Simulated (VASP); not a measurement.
# Bi2Se3 in VASP: single point with PBE+D3(BJ)

Aim: the single point of Bi2Se3 with PBE+D3(BJ).

All numbers are computed with VASP 6.6.1; they aren't measurements. Logs are shortened: lines on timing, memory, paths and dates and some standing lists are left out, and cuts for length are marked.

## (1) The cell of the first run

The cell holds a slab with vacuum, 10 atoms: a = 4.133 Å, b = 4.133 Å, c = 58.974 Å, α = 90.00°, β = 90.00°, γ = 120.00°.

## (2) Single point, PBE+D3(BJ)

File INCAR:

```
SYSTEM = Bi2Se3
PREC = Accurate
ENCUT = 520
EDIFF = 1E-7
ISMEAR = 0
SIGMA = 0.01
LREAL = .FALSE.
LASPH = .TRUE.
NELM = 60
ALGO = Normal
ISIF = 2
LWAVE = .FALSE.
LCHARG = .FALSE.
LDIPOL = .TRUE.
IDIPOL = 3
DIPOL = 0.5 0.5 0.500
GGA = PE
IVDW = 12
NBANDS = 59
```

File KPOINTS:

```
Automatic mesh
0
G
  12 12 1
  0 0 0
```

File POSCAR:

```
Bi2Se3
1.0
    4.1333509408      0.0000000000      0.0000000000
   -2.0666754704      3.5795869174      0.0000000000
    0.0000000000      0.0000000000     58.9737018553
Se Bi
6 4
Direct
    0.0000000000      0.0000000000      0.3597158752
    0.6666666667      0.3333333333      0.4191980170
    0.3333333333      0.6666666667      0.4786518753
    0.6666666667      0.3333333333      0.5213481247
    0.3333333333      0.6666666667      0.5808019830
    0.0000000000      0.0000000000      0.6402841248
    0.3333333333      0.6666666667      0.3864115600
    0.0000000000      0.0000000000      0.4518852756
    0.0000000000      0.0000000000      0.5481147244
    0.6666666667      0.3333333333      0.6135884400
```

Potentials or basis: VASP PAW PBE potentials, release 64 (Se, Bi_d).

Launch:

```console
$ cat potpaw_PBE.64/Se/POTCAR potpaw_PBE.64/Bi_d/POTCAR > POTCAR
$ mpirun -np 1 vasp_std > vasp.out
```

OUTCAR:

```text
SYSTEM = Bi2Se3
   PREC = Accurate
   ENCUT = 520
   EDIFF = 1E-7
   ISMEAR = 0
   LREAL = .FALSE.
   LASPH = .TRUE.
   NELM = 60
   ISIF = 2
   GGA = PE
   IVDW = 12
 IVDW          = 12

 ion  position               nearest neighbor table
   1  0.000  0.000  0.360-   7 2.86   7 2.86   7 2.86
   2  0.667  0.333  0.419-   8 3.07   8 3.07   8 3.07   7 3.07   7 3.07   7 3.07
   3  0.333  0.667  0.479-   8 2.86   8 2.86   8 2.86
   4  0.667  0.333  0.521-   9 2.86   9 2.86   9 2.86
   5  0.333  0.667  0.581-   9 3.07   9 3.07   9 3.07  10 3.07  10 3.07  10 3.07
   6  0.000  0.000  0.640-  10 2.86  10 2.86  10 2.86
   7  0.333  0.667  0.386-   1 2.86   1 2.86   1 2.86   2 3.07   2 3.07   2 3.07
   8  0.000  0.000  0.452-   3 2.86   3 2.86   3 2.86   2 3.07   2 3.07   2 3.07
   9  0.000  0.000  0.548-   4 2.86   4 2.86   4 2.86   5 3.07   5 3.07   5 3.07
  10  0.667  0.333  0.614-   6 2.86   6 2.86   6 2.86   5 3.07   5 3.07   5 3.07

  LATTYP: Found a hexagonal cell.
 ALAT       =     4.1333509408
 C/A-ratio  =    14.2677703152

  Lattice vectors:

 A1 = (   4.1333509408,   0.0000000000,   0.0000000000)
 A2 = (  -2.0666754704,   3.5795869174,   0.0000000000)
 A3 = (   0.0000000000,   0.0000000000,  58.9737018553)

Analysis of symmetry for initial positions (statically):
=====================================================================
 Subroutine PRICEL returns:
 Original cell was already a primitive cell.

 Routine SETGRP: Setting up the symmetry group for a
 hexagonal supercell.

 Subroutine GETGRP returns: Found 12 space group operations
 (whereof 12 operations were pure point group operations)
 out of a pool of 24 trial point group operations.

The static configuration has the point symmetry D_3d.

Analysis of symmetry for dynamics (positions and initial velocities):
=====================================================================
 Subroutine PRICEL returns:
 Original cell was already a primitive cell.

 Routine SETGRP: Setting up the symmetry group for a
 hexagonal supercell.

 Subroutine GETGRP returns: Found 12 space group operations
 (whereof 12 operations were pure point group operations)
 out of a pool of 24 trial point group operations.

The dynamic configuration has the point symmetry D_3d.

 Subroutine INISYM returns: Found 12 space group operations
 (whereof 12 operations are pure point group operations),
 and found     1 'primitive' translations

----------------------------------------------------------------------------------------
[... 119 lines left out ...]
   EFERMI_NEDOS =   21; number of points for ismear=-14 and -15
   IALGO  =     38    algorithm
   IMIX   =      4    mixing-type and parameters
     AMIX     =   0.40;   BMIX     =  1.00
     AMIX_MAG =   1.60;   BMIX_MAG =  1.00
  volume/ion in A,a.u.               =      87.26       588.83
  Fermi-wavevector in a.u.,A,eV,Ry     =   0.784454  1.482403  8.372587  0.615368
  Thomas-Fermi vector in A             =   1.888590
   LORBIT       =      0    0 simple, 1 ext, 2 COOP (PROOUT), +10 PAW based schemes
   GGA     = PE    functional components
   LHFCALC =     F    Hartree Fock is set to
   AEXX    =    0.0000 exact exchange contribution
   IVDW    =    12    specifies the selected vdW correction
   LEPSILON=     F    determine dielectric tensor
   LRPA    =     F    only Hartree local field effects (RPA)
 non-spin polarized calculation
 Gauss-broadening in eV      SIGMA  =   0.01
  energy-cutoff  :      520.00
  volume of cell :      872.56
 maximum number of plane-waves:     23625
 NGX is ok and might be reduce to    32
   NGX = 15   NGY = 15   NGZ =219

 number of electron      96.0000005 magnetization

 dipolmoment           0.000000      0.000000     -0.000000 electrons x Angstroem

 Free energy of the ion-electron system (eV)
  ---------------------------------------------------
  ext. energy  EPLUGINS =         0.00000000
  ---------------------------------------------------
  free energy    TOTEN  =       -40.34822785 eV

  energy without entropy =      -40.34822785  energy(sigma->0) =      -40.34822785

 E-fermi :  -2.1595     XC(G=0):  -3.2884

 val. band max:       -2.2463894195   @ k =   0.0000   0.0000   0.0000
 cond. band min:      -1.7230849387   @ k =   0.0000   0.0000   0.0000
 fundamental gap:      0.5233044809
 Fermi energy:        -2.1594919333

 k-point     1 :       0.0000    0.0000    0.0000
  band No.  band energies     occupation
      1     -25.1530      2.00000
      2     -25.1530      2.00000
      3     -25.1530      2.00000
      4     -25.1530      2.00000
      5     -25.1424      2.00000
      6     -25.1424      2.00000
[... 1167 lines left out ...]
     58       2.3550      0.00000
     59       2.3562      0.00000

------------------------ aborting loop because EDIFF is reached ----------------------------------------

 vacuum level on the upper side and lower side of the slab       (xc-potential included)        -0.072        -0.072

 Edisp (eV)   -3.59769

 E8    (eV) :    -1.6609

  FORCE on cell =-STRESS in cart. coord.  units (eV):
  Direction    XX          YY          ZZ          XY          YZ          ZX
  --------------------------------------------------------------------------------------
  -------------------------------------------------------------------------------------
  Total       0.02837     0.02837     0.03447     0.00000     0.00000     0.00000
  in kB       0.05209     0.05209     0.06330     0.00000     0.00000     0.00000
  external pressure =        0.06 kB  Pullay stress =        0.00 kB

 VOLUME and BASIS-vectors are now :
 -----------------------------------------------------------------------------
  energy-cutoff  :      520.00
  volume of cell :      872.56
      direct lattice vectors                 reciprocal lattice vectors
     4.133350941  0.000000000  0.000000000     0.241934453  0.139680922  0.000000000
    -2.066675470  3.579586917  0.000000000     0.000000000  0.279361843  0.000000000
     0.000000000  0.000000000 58.973701855     0.000000000  0.000000000  0.016956711

 POSITION                                       TOTAL-FORCE (eV/Angst)
 -----------------------------------------------------------------------------------
      0.00000      0.00000     21.21378         0.000000      0.000000     -0.010839
      2.06668      1.19320     24.72166        -0.000000      0.000000      0.000282
     -0.00000      2.38639     28.22787        -0.000000      0.000000      0.011727
      2.06668      1.19320     30.74583        -0.000000     -0.000000     -0.011727
     -0.00000      2.38639     34.25204        -0.000000      0.000000     -0.000282
      0.00000      0.00000     37.75993        -0.000000      0.000000      0.010839
     -0.00000      2.38639     22.78812         0.000000      0.000000      0.008418
      0.00000      0.00000     26.64935        -0.000000     -0.000000     -0.009874
      0.00000      0.00000     32.32435        -0.000000      0.000000      0.009874
      2.06668      1.19320     36.18558        -0.000000     -0.000000     -0.008418
 -----------------------------------------------------------------------------------
    total drift:                                0.000000      0.000000      0.000000

  FREE ENERGIE OF THE ION-ELECTRON SYSTEM (eV)
  ---------------------------------------------------
  free  energy   TOTEN  =       -43.9459128832 eV

  energy  without entropy=      -43.9459128832  energy(sigma->0) =      -43.94591288

 vacuum level on the upper side and lower side of the slab         3.301         3.301
```

Run time: 41 min. Hardware: 1 thread of Oxide Virtual Turin-like, shared host; peak memory 1.3 GiB.

Results:

* Free energy: -43.9459 eV
* Largest force: 0.012 eV/Å
* Band gap on the k mesh: 0.52 eV
* Dispersion energy per atom: -0.360 eV

Forces in eV/Å, atoms in the order of the input:
```
Se   0.000  0.000 -0.011
Se   0.000  0.000  0.000
Se   0.000  0.000  0.012
Se   0.000  0.000 -0.012
Se   0.000  0.000  0.000
Se   0.000  0.000  0.011
Bi   0.000  0.000  0.008
Bi   0.000  0.000 -0.010
Bi   0.000  0.000  0.010
Bi   0.000  0.000 -0.008
```

Caveat: spin-orbit coupling is left out, which moves the levels of the heavy elements.
